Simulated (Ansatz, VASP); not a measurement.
## One calculation of NaI, two programs

Contents of INCAR:

```
PREC = Accurate ; ENCUT = 520
EDIFF = 1E-7 ; ISMEAR = 0
SIGMA = 0.05 ; LREAL = F
LASPH = T ; NELM = 80
ALGO = Normal ; ISIF = 2
LWAVE = F ; LCHARG = T
GGA = PS ; LELF = T
LVHAR = T ; NBANDS = 14
```

KPOINTS

```
Automatic mesh
0
Gamma
  6 6 6
```

The input POSCAR:

```
NaI
1.0
    0.0000000000      3.1878540000      3.1393080000
    3.1878540000      0.0000000000      3.1393080000
    3.1878540000      3.1878540000      0.0000000000
Na I
1 1
Direct
    0.0000000000      0.0000000000      0.0000000000
    0.5000000000      0.5000000000      0.5000000000
```

Input for Ansatz:

```yaml
crystal:
  lattice:
    - [0.0, 3.187854, 3.139308]
    - [3.187854, 0.0, 3.139308]
    - [3.187854, 3.187854, 0.0]
  atoms:
    - { symbol: Na, position: [0.0, 0.0, 0.0] }
    - { symbol: I, position: [0.5, 0.5, 0.5] }
basis:
  ecutwfc: 420
kpoints:
  mp_grid: { grid: [6, 6, 6] }
hamiltonian:
  xc: pbesol
scf:
  occupations: { method: gaussian, width: 0.05 }
output:
  forces: true
  stress: true
  eigenvalues: true
```

Change from the starting cell: strain -0.015 along x and y, -0.030 along z, atoms carried along.

Alike in both runs: task single point; functional PBEsol; k mesh 6 × 6 × 6; occupations gaussian, width 0.05 eV; no spin polarisation.

|  | VASP | Ansatz |
| --- | --- | --- |
| version | VASP 6.6.1 | Ansatz 0.2.0 |
| potentials or method | VASP PAW PBE potentials, release 64 (Na_pv, I), cutoff 520 eV | scalar-relativistic, plane waves, PAW |
| valence electrons in the cell | 14 | 26 |

```csv
,VASP,Ansatz,Ansatz less VASP
gap on the k mesh at the Fermi level (eV),3.66,3.67,+0.005
least direct gap on the mesh (eV),3.66,3.67,+0.005
pressure (GPa),0.6,0.5,-0.04
"traceless stress, the component that is largest in VASP (GPa)",0.35,0.35,-0.005
```

VASP's potentials were made for PBE, not for PBEsol. VASP's potentials hold 14 valence electrons a cell and Ansatz's 26, so a difference there can come from the potentials and not from the codes.

Neither program's run includes spin-orbit coupling.
